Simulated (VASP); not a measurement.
# Ga2As (P-6m2) in VASP: notebook, part 2 of 2

VASP 6.6.1. Earlier steps stand in the parts before.

**3. Single point, PBE**

This run uses another cell than the first one, of 22.26 Å³/atom.

The input, INCAR:

```
PREC     = Accurate       # precision mode
ENCUT    = 520            # plane-wave cutoff, eV
EDIFF    = 1E-6           # SCF threshold, eV
ISMEAR   = 0              # smearing method
SIGMA    = 0.1            # smearing width, eV
LREAL    = F              # projectors in reciprocal space
LASPH    = T              # aspherical terms in the spheres
NELM     = 80             # most SCF steps
ALGO     = Fast           # electronic algorithm
ISIF     = 2              # what is computed and relaxed
LWAVE    = F              # write WAVECAR
LCHARG   = T              # write CHGCAR
GGA      = PE             # functional
LELF     = T              # ELF
LVHAR    = T            
NBANDS   = 22             # bands
```

The input, KPOINTS:

```
Automatic mesh
0
Gamma
  12 12 12
```

The input, POSCAR:

```
Ga2As
1.0
    4.3728274772      0.0000000000      0.0000000000
   -2.1864137386      3.7869796816      0.0000000000
    0.0000000000      0.0000000000      4.0327198660
Ga As
2 1
Direct
    0.6666666667      0.3333333333      0.0000000000
    0.3333333333      0.6666666667      0.5000000000
    0.0000000000      0.0000000000      0.5000000000
```

Potentials or basis: VASP PAW PBE potentials, release 64 (Ga_d, As).

The run is started by

```
$ cat potpaw_PBE.64/Ga_d/POTCAR potpaw_PBE.64/As/POTCAR > POTCAR
$ mpirun -np 1 vasp_std > vasp.out
```

OUTCAR:

```text
PREC = Accurate
   ENCUT = 520
   EDIFF = 1E-6
   ISMEAR = 0
   LREAL = F
   LASPH = T
   NELM = 80
   ISIF = 2
   GGA = PE

 ion  position               nearest neighbor table
   1  0.667  0.333  0.000-
   2  0.333  0.667  0.500-   3 2.52   3 2.52   3 2.52
   3  0.000  0.000  0.500-   2 2.52   2 2.52   2 2.52

  LATTYP: Found a hexagonal cell.
 ALAT       =     4.3728274772
 C/A-ratio  =     0.9222224949

  Lattice vectors:

 A1 = (   4.3728274772,   0.0000000000,   0.0000000000)
 A2 = (  -2.1864137386,   3.7869796816,   0.0000000000)
 A3 = (   0.0000000000,   0.0000000000,   4.0327198660)

Analysis of symmetry for initial positions (statically):
=====================================================================
 Subroutine PRICEL returns:
 Original cell was already a primitive cell.

 Routine SETGRP: Setting up the symmetry group for a
 hexagonal supercell.

 Subroutine GETGRP returns: Found 12 space group operations
 (whereof 12 operations were pure point group operations)
 out of a pool of 24 trial point group operations.

The static configuration has the point symmetry D_3h.

Analysis of symmetry for dynamics (positions and initial velocities):
=====================================================================
 Subroutine PRICEL returns:
 Original cell was already a primitive cell.

 Routine SETGRP: Setting up the symmetry group for a
 hexagonal supercell.

 Subroutine GETGRP returns: Found 12 space group operations
 (whereof 12 operations were pure point group operations)
 out of a pool of 24 trial point group operations.

The dynamic configuration has the point symmetry D_3h.

 Subroutine INISYM returns: Found 12 space group operations
 (whereof 12 operations are pure point group operations),
[... 112 lines left out ...]
   EFERMI =   0.00;   METHOD = LEGACY
   ISMEAR =     0;   SIGMA  =   0.10  broadening in eV -4-tet -1-fermi 0-gaus
   EFERMI_NEDOS =   21; number of points for ismear=-14 and -15
   IALGO  =     68    algorithm
   IMIX   =      4    mixing-type and parameters
     AMIX     =   0.40;   BMIX     =  1.00
     AMIX_MAG =   1.60;   BMIX_MAG =  1.00
  volume/ion in A,a.u.               =      22.26       150.22
  Fermi-wavevector in a.u.,A,eV,Ry     =   1.267586  2.395391 21.861508  1.606776
  Thomas-Fermi vector in A             =   2.400727
   LORBIT       =      0    0 simple, 1 ext, 2 COOP (PROOUT), +10 PAW based schemes
   GGA     = PE    functional components
   LHFCALC =     F    Hartree Fock is set to
   AEXX    =    0.0000 exact exchange contribution
   IVDW    =     0    specifies the selected vdW correction
   LEPSILON=     F    determine dielectric tensor
   LRPA    =     F    only Hartree local field effects (RPA)
 non-spin polarized calculation
 RMM-DIIS sequential band-by-band and
 Gauss-broadening in eV      SIGMA  =   0.10
  energy-cutoff  :      520.00
  volume of cell :       66.78
 maximum number of plane-waves:      1827
 NGX is ok and might be reduce to    36

 number of electron      31.0000002 magnetization

 Free energy of the ion-electron system (eV)
  ---------------------------------------------------
  ext. energy  EPLUGINS =         0.00000000
  ---------------------------------------------------
  free energy    TOTEN  =       -10.03658149 eV

  energy without entropy =      -10.02968236  energy(sigma->0) =      -10.03313192

 E-fermi :   4.3913     XC(G=0): -10.0331

 val. band max:        4.3878259085   @ k =   0.1667   0.1667   0.0833
 cond. band min:       4.3964085978   @ k =   0.1667   0.0833   0.1667
 fundamental gap:      0.0085826893
 Fermi energy:         4.3912668111

 k-point     1 :       0.0000    0.0000    0.0000
  band No.  band energies     occupation
      1     -10.7580      2.00000
      2     -10.6936      2.00000
      3     -10.6936      2.00000
      4     -10.6636      2.00000
      5     -10.6636      2.00000
      6     -10.4132      2.00000
[... 589 lines left out ...]
     21      10.1897      0.00000
     22      11.0560      0.00000

 [... further k-points ...]

------------------------ aborting loop because EDIFF is reached ----------------------------------------

  FORCE on cell =-STRESS in cart. coord.  units (eV):
  Direction    XX          YY          ZZ          XY          YZ          ZX
  --------------------------------------------------------------------------------------
  -------------------------------------------------------------------------------------
  Total        0.0363368      0.0363368      0.0010674      0.0000000     -0.0000000      0.0000000
  in kB        0.8717747      0.8717747      0.0256086      0.0000000     -0.0000000      0.0000000
  external PRESSURE =       0.5897193 kB  Pullay stress =       0.0000000 kB

 VOLUME and BASIS-vectors are now :
 -----------------------------------------------------------------------------
  energy-cutoff  :      520.00
  volume of cell :       66.78
      direct lattice vectors                 reciprocal lattice vectors
     4.372827477  0.000000000  0.000000000     0.228684988  0.132031339  0.000000000
    -2.186413739  3.786979682  0.000000000     0.000000000  0.264062679  0.000000000
     0.000000000  0.000000000  4.032719866     0.000000000  0.000000000  0.247971601

 POSITION                                       TOTAL-FORCE (eV/Angst)
 -----------------------------------------------------------------------------------
      2.18641      1.26233      0.00000        -0.000000      0.000000      0.000000
     -0.00000      2.52465      2.01636         0.000000      0.000000      0.000000
      0.00000      0.00000      2.01636        -0.000000      0.000000      0.000000
 -----------------------------------------------------------------------------------
    total drift:                               -0.000001      0.000001      0.000000

  FREE ENERGIE OF THE ION-ELECTRON SYSTEM (eV)
  ---------------------------------------------------
  free  energy   TOTEN  =       -10.0365814860 eV

  energy  without entropy=      -10.0296823555  energy(sigma->0) =      -10.03313192
```

OSZICAR:

```text
N       E                     dE             d eps       ncg     rms          rms(c)
DAV:   1     0.187625211836E+03    0.18763E+03   -0.14864E+04  5958   0.217E+03
DAV:   2     0.958608471834E+01   -0.17804E+03   -0.17084E+03  6222   0.436E+02
DAV:   3    -0.967692012407E+01   -0.19263E+02   -0.18876E+02  6908   0.113E+02
DAV:   4    -0.101862702835E+02   -0.50935E+00   -0.50674E+00  6752   0.195E+01
DAV:   5    -0.101960115774E+02   -0.97413E-02   -0.97382E-02  6980   0.262E+00    0.259E+00
RMM:   6    -0.100511950330E+02    0.14482E+00   -0.18979E-01  8209   0.349E+00    0.142E+00
RMM:   7    -0.100388686637E+02    0.12326E-01   -0.37915E-02  7980   0.100E+00    0.601E-01
RMM:   8    -0.100365782476E+02    0.22904E-02   -0.77812E-03  8526   0.842E-01    0.755E-02
RMM:   9    -0.100365522387E+02    0.26009E-04   -0.14018E-03  8628   0.332E-01    0.428E-02
RMM:  10    -0.100365804770E+02   -0.28238E-04   -0.30821E-04  9161   0.161E-01    0.965E-03
RMM:  11    -0.100365811112E+02   -0.63420E-06   -0.42084E-05  8691   0.608E-02    0.518E-03
RMM:  12    -0.100365814860E+02   -0.37479E-06   -0.95036E-06  7781   0.258E-02
   1 F= -.10036581E+02 E0= -.10033132E+02  d E =-.689913E-02
```

It took 68 s on 1 thread of Intel Xeon 6975P-C (Granite Rapids), shared host; peak memory 0.32 GiB.

Results:

```yaml
Free_energy: -10.0366 eV
Pressure: 0.1 GPa
Band_gap_on_the_k_mesh: zero (an odd number of electrons rules out a gap without spin polarisation)
```

Levels at points of the mesh, in eV from the Fermi level:
```tsv
k point	band 14	band 15	band 16	band 17	band 18	band 19
(0.00, 0.00, 0.00)	-2.14	-2.11	-1.38	0.61	0.61	4.06
(0.50, 0.00, 0.00)	-3.72	-0.44	1.53	1.79	2.46	4.42
(0.00, 0.00, 0.50)	-1.77	-1.77	0.98	2.76	2.76	2.90
(0.50, 0.00, 0.50)	-3.66	-2.93	-1.09	0.71	1.65	5.54
```

**4. Single point, PBE**

This run uses another cell than the first one: it holds 6 atoms, not 3.

The input, INCAR:

```
  PREC = Accurate
  ENCUT = 520
  EDIFF = 1E-7
  ISMEAR = 0
  SIGMA = 0.2
  LREAL = F
  LASPH = T
  NELM = 60
  ALGO = Fast
  ISIF = 2
  LWAVE = F
  LCHARG = F
  GGA = PE
  NBANDS = 40
```

The input, KPOINTS:

```
regular mesh
0
Gamma
  6 6 4
```

The input, POSCAR:

```
Ga2As
1.0
    0.0000000000      0.0000000000      4.0327198660
    4.3728274772      0.0000000000      0.0000000000
    0.0000000001      7.5739593632      0.0000000000
Ga As
4 2
Direct
    0.0000000000      0.5000000000      0.1666666667
    0.0000000000      1.0000000000      0.6666666667
    0.5000000000      1.0000000000      0.3333333333
    0.5000000000      0.5000000000      0.8333333333
    0.5000000000      0.5000000000      0.5000000000
    0.5000000000      0.0000000000      0.0000000000
```

Potentials or basis: VASP PAW PBE potentials, release 64 (Ga_d, As).

The run is started by

```
$ cat potpaw_PBE.64/Ga_d/POTCAR potpaw_PBE.64/As/POTCAR > POTCAR
$ mpirun -np 1 vasp_std > vasp.out
```

OUTCAR:

```text
PREC = Accurate
   ENCUT = 520
   EDIFF = 1E-7
   ISMEAR = 0
   LREAL = F
   LASPH = T
   NELM = 60
   ISIF = 2
   GGA = PE

 ion  position               nearest neighbor table
   1  0.000  0.500  0.167-
   2  0.000  0.000  0.667-
   3  0.500  0.000  0.333-   6 2.52   5 2.52   5 2.52
   4  0.500  0.500  0.833-   5 2.52   6 2.52   6 2.52
   5  0.500  0.500  0.500-   4 2.52   3 2.52   3 2.52
   6  0.500  0.000  0.000-   3 2.52   4 2.52   4 2.52

  LATTYP: Found a simple orthorhombic cell.
 ALAT       =     4.0327198660
 B/A-ratio  =     1.0843370287
 C/A-ratio  =     1.8781268263

  Lattice vectors:

 A1 = (   0.0000000000,   0.0000000000,   4.0327198660)
 A2 = (   4.3728274772,   0.0000000000,   0.0000000000)
 A3 = (   0.0000000001,   7.5739593632,   0.0000000000)

Analysis of symmetry for initial positions (statically):
=====================================================================
 Subroutine PRICEL returns following result:

  LATTYP: Found a hexagonal cell.
 ALAT       =     4.3728274772
 C/A-ratio  =     0.9222224949

[... 195 lines left out ...]
 cond. band min:       4.4086658524   @ k =   0.3333   0.0000   0.2500
 fundamental gap:      0.0192243698
 Fermi energy:         4.3899281126

 k-point     1 :       0.0000    0.0000    0.0000
  band No.  band energies     occupation
      1     -10.7601      2.00000
      2     -10.7571      2.00000
      3     -10.6974      2.00000
      4     -10.6973      2.00000
      5     -10.6918      2.00000
      6     -10.6739      2.00000
[... 1021 lines left out ...]
     39       8.3646      0.00000
     40       9.2620      0.00000

 [... further k-points ...]

------------------------ aborting loop because EDIFF is reached ----------------------------------------

  FORCE on cell =-STRESS in cart. coord.  units (eV):
  Direction    XX          YY          ZZ          XY          YZ          ZX
  --------------------------------------------------------------------------------------
  -------------------------------------------------------------------------------------
  Total       -0.2083204      0.6252986      0.1693662      0.0000000      0.0000000      0.0000000
  in kB       -2.4989588      7.5009225      2.0316741      0.0000000      0.0000000      0.0000000
  external PRESSURE =       2.3445460 kB  Pullay stress =       0.0000000 kB

 VOLUME and BASIS-vectors are now :
 -----------------------------------------------------------------------------
  energy-cutoff  :      520.00
  volume of cell :      133.56
      direct lattice vectors                 reciprocal lattice vectors
     0.000000000  0.000000000  4.032719866     0.000000000  0.000000000  0.247971601
     4.372827477  0.000000000  0.000000000     0.228684988 -0.000000000  0.000000000
     0.000000000  7.573959363  0.000000000     0.000000000  0.132031339  0.000000000

 POSITION                                       TOTAL-FORCE (eV/Angst)
 -----------------------------------------------------------------------------------
      2.18641      1.26233      0.00000         0.000000      0.002136      0.000000
      0.00000      5.04931      0.00000         0.000000      0.002136      0.000000
      0.00000      2.52465      2.01636        -0.000000     -0.064546      0.000000
      2.18641      6.31163      2.01636        -0.000000     -0.064546      0.000000
      2.18641      3.78698      2.01636         0.000000      0.062410     -0.000000
      0.00000      0.00000      2.01636         0.000000      0.062410     -0.000000
 -----------------------------------------------------------------------------------
    total drift:                                0.000000      0.000022      0.000000

  FREE ENERGIE OF THE ION-ELECTRON SYSTEM (eV)
  ---------------------------------------------------
  free  energy   TOTEN  =       -20.0838604838 eV

  energy  without entropy=      -20.0341550540  energy(sigma->0) =      -20.05900777
```

OSZICAR:

```text
N       E                     dE             d eps       ncg     rms          rms(c)
DAV:   1     0.505763558366E+03    0.50576E+03   -0.28958E+04  4088   0.244E+03
DAV:   2     0.542686159951E+02   -0.45149E+03   -0.43320E+03  3968   0.604E+02
DAV:   3    -0.167552572909E+02   -0.71024E+02   -0.68523E+02  4464   0.165E+02
DAV:   4    -0.203185548117E+02   -0.35633E+01   -0.35262E+01  4744   0.377E+01
DAV:   5    -0.204046331287E+02   -0.86078E-01   -0.86002E-01  4248   0.604E+00    0.375E+00
RMM:   6    -0.201106808886E+02    0.29395E+00   -0.49428E-01  5288   0.414E+00    0.201E+00
RMM:   7    -0.200884244446E+02    0.22256E-01   -0.13795E-01  5094   0.138E+00    0.754E-01
RMM:   8    -0.200837661438E+02    0.46583E-02   -0.21956E-02  5102   0.110E+00    0.120E-01
RMM:   9    -0.200837394922E+02    0.26652E-04   -0.54835E-03  5581   0.468E-01    0.730E-02
RMM:  10    -0.200838489394E+02   -0.10945E-03   -0.11750E-03  5937   0.228E-01    0.257E-02
RMM:  11    -0.200838557688E+02   -0.68294E-05   -0.22437E-04  5730   0.993E-02    0.927E-03
RMM:  12    -0.200838599251E+02   -0.41563E-05   -0.53077E-05  6497   0.418E-02    0.386E-03
RMM:  13    -0.200838601409E+02   -0.21585E-06   -0.80235E-06  5884   0.173E-02    0.294E-03
RMM:  14    -0.200838604310E+02   -0.29011E-06   -0.25269E-06  5556   0.876E-03    0.571E-04
RMM:  15    -0.200838604838E+02   -0.52763E-07   -0.52740E-07  3861   0.415E-03
   1 F= -.20083860E+02 E0= -.20059008E+02  d E =-.497054E-01
```

stdout:

```text
POSCAR found type information on POSCAR GaAs
 POSCAR found :  2 types and       6 ions
 scaLAPACK will be used
 LDA part: xc-table for (Slater+PW92), standard interpolation
 POSCAR, INCAR and KPOINTS ok, starting setup
 FFT: planning ... GRIDC
 FFT: planning ... GRID_SOFT
 FFT: planning ... GRID
 WAVECAR not read
 entering main loop
```

It took 2.2 min on 1 thread of Intel Xeon 6975P-C (Granite Rapids), shared host; peak memory 0.36 GiB.

What came out:

| Item | Value |
| --- | --- |
| Free energy | -20.0839 eV |
| Pressure | 0.2 GPa |
| Largest force | 0.065 eV/Å |
| Band gap on the k mesh | zero (bands 31 and 32 overlap by 2.87 eV) |

Forces on the atoms (eV/Å):
```
Ga   0.000  0.002  0.000
Ga   0.000  0.002  0.000
Ga   0.000 -0.065  0.000
Ga   0.000 -0.065  0.000
As   0.000  0.062  0.000
As   0.000  0.062  0.000
```

Stress tensor (GPa, compression positive):
```
-0.25  0.00  0.00
 0.00  0.75  0.00
 0.00  0.00  0.20
```

**5. Relaxation of cell and atoms, PBE**

This run uses another cell than the first one, of 23.15 Å³/atom.

The input, INCAR:

```
SYSTEM = Ga2As
  ALGO = Fast
  EDIFF = 1E-6
  EDIFFG = -0.01
  ENCUT = 600
  GGA = PE
  IBRION = 2
  ISIF = 3
  ISMEAR = 0
  LASPH = .TRUE.
  LCHARG = .FALSE.
  LREAL = .FALSE.
  LWAVE = .FALSE.
  NELM = 80
  NSW = 100
  PREC = Accurate
  SIGMA = 0.1
```

The input, KPOINTS:

```
k-points
0
G
  12 12 12
  0 0 0
```

The input, POSCAR:

```
Ga2As
1.0
    4.3512016991      0.0000000000      0.0000000000
   -2.1756008495      3.7682512084      0.0000000000
    0.0000000000      0.0000000000      4.2362675300
Ga As
2 1
Direct
    0.6666666667      0.3333333333      0.0000000000
    0.3333333333      0.6666666667      0.5000000000
    0.0000000000      0.0000000000      0.5000000000
```

The run is started by

```
$ cat potpaw_PBE.64/Ga_d/POTCAR potpaw_PBE.64/As/POTCAR > POTCAR
$ mpirun -np 1 vasp_std > vasp.out
```

Run time: 37 min. Hardware: 1 thread of Oxide Virtual Turin-like, shared host; peak memory 0.34 GiB.

The run converged. Its results:

```
Free energy                           : -10.0368 eV
Relaxed volume                        : 22.30 Å³/atom
Relaxed cell                          : a = 4.378 Å, b = 4.378 Å, c = 4.030 Å, α = 90.00°, β = 90.00°, γ = 120.00°
Space group after relaxing (to 0.1 Å) : P-6m2 (No. 187)
Energy gained by relaxing             : 5.3 meV/atom
Ionic steps                           : 7
Pressure after relaxing               : 0.0 GPa
Band gap on the k mesh                : zero (an odd number of electrons rules out a gap without spin polarisation)
```

The path:
| step | energy change (eV) | largest force (eV/Å) | pressure (GPa) | volume (Å³) |
| --- | --- | --- | --- | --- |
| 1 | 0.0000 | 0.0000 | -0.29 | 69.46 |
| 2 | -0.0058 | 0.0000 | -0.28 | 69.03 |
| 3 | -0.0123 | 0.0000 | -0.38 | 68.35 |
| 4 | -0.0145 | 0.0000 | -0.31 | 66.95 |
| 5 | -0.0154 | 0.0000 | -0.44 | 67.45 |
| 6 | -0.0153 | 0.0000 | 0.40 | 66.25 |
| 7 | -0.0160 | 0.0000 | 0.00 | 66.89 |

Final structure:
```
Ga As
1.0
     4.37769    0.00000    0.00000
    -2.18884    3.79119    0.00000
     0.00000    0.00000    4.03038
Ga As
2 1
Cartesian
  2.1888 1.2637 0.0000
  0.0000 2.5275 2.0152
  0.0000 0.0000 2.0152
```

Levels at points of the mesh, in eV from the Fermi level:
| k point | band 13 | band 14 | band 15 | band 16 | band 17 | band 18 | band 19 |
| --- | --- | --- | --- | --- | --- | --- | --- |
| (0.00, 0.00, 0.00) | -2.14 | -2.14 | -2.09 | -1.39 | 0.61 | 0.61 | 4.06 |
| (0.50, 0.00, 0.00) | -4.07 | -3.72 | -0.42 | 1.53 | 1.81 | 2.47 | 4.42 |
| (0.00, 0.00, 0.50) | -2.19 | -1.76 | -1.76 | 0.97 | 2.76 | 2.76 | 2.89 |
| (0.50, 0.00, 0.50) | -5.08 | -3.65 | -2.92 | -1.09 | 0.71 | 1.65 | 5.52 |

**6. The runs side by side**

| task | cell | k mesh | cutoff (eV) | smearing | gap on the mesh (eV) | pressure (GPa) | relaxed volume (Å³/atom) |
| --- | --- | --- | --- | --- | --- | --- | --- |
| relaxation of cell and atoms | relaxed from a = 3.895, b = 3.895, c = 5.626 Å, angles 90.0, 90.0, 120.0°, 3 atoms, atomic positions A | 6 × 6 × 4 | 600 | gaussian 0.1 eV | none | -0.1 | 19.39 |
| single point | a = 4.373, b = 4.373, c = 4.033 Å, angles 90.0, 90.0, 120.0°, 3 atoms, atomic positions A | 12 × 12 × 12 | 520 | gaussian 0.1 eV | none | 0.1 | - |
| single point | a = 4.033, b = 4.373, c = 7.574 Å, 6 atoms, atomic positions B | 6 × 6 × 4 | 520 | gaussian 0.2 eV | none | 0.2 | - |
| relaxation of cell and atoms | relaxed from a = 4.351, b = 4.351, c = 4.236 Å, angles 90.0, 90.0, 120.0°, 3 atoms, atomic positions A | 12 × 12 × 12 | 600 | gaussian 0.1 eV | none | 0.0 | 22.30 |

Alike in all rows: level PBE; potentials or basis VASP PAW PBE potentials, release 64 (Ga_d, As); no spin polarisation.

Caveats: the volume moved by over 15 % at a fixed basis, so the end points are rough (at least some runs).

Total energies depend on the potentials used, so only differences within one code and one set of settings carry meaning.

The gap in the log of VASP goes by the Fermi energy; the results here count the filled bands.